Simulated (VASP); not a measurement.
Crystal: TaI3.

```
CELL_PARAMETERS angstrom
5.59238 0.00000 0.00000
0.00000 5.59238 0.00000
0.00000 0.00000 5.59238
ATOMIC_POSITIONS crystal
Ta 0.00000 0.00000 0.00000
I 0.50000 0.00000 0.00000
I 0.00000 0.00000 0.50000
I 0.00000 0.50000 0.00000
```

Base run:

* Program: VASP 6.6.1
* Functional: PBE
* Potentials or basis: VASP PAW PBE potentials, release 64 (Ta_pv, I)
* Cutoff: 520 eV
* k mesh: 6 × 6 × 6
* Occupations: gaussian, width 0.05 eV
* Spin: no spin polarisation

Its results: pressure 0.0 GPa.

The run is repeated on the same cell with these changes: spin from no spin polarisation to collinear spin; further incar settings from ALGO = Normal; EDIFF = 1e-06; NBANDS = 24 to ALGO = Normal; EDIFF = 1e-06; NBANDS = 28. What comes out?

Pressure 0.0 GPa; net moment 0.50 μB per cell; site moments Ta +0.33; I +0.01 μB.
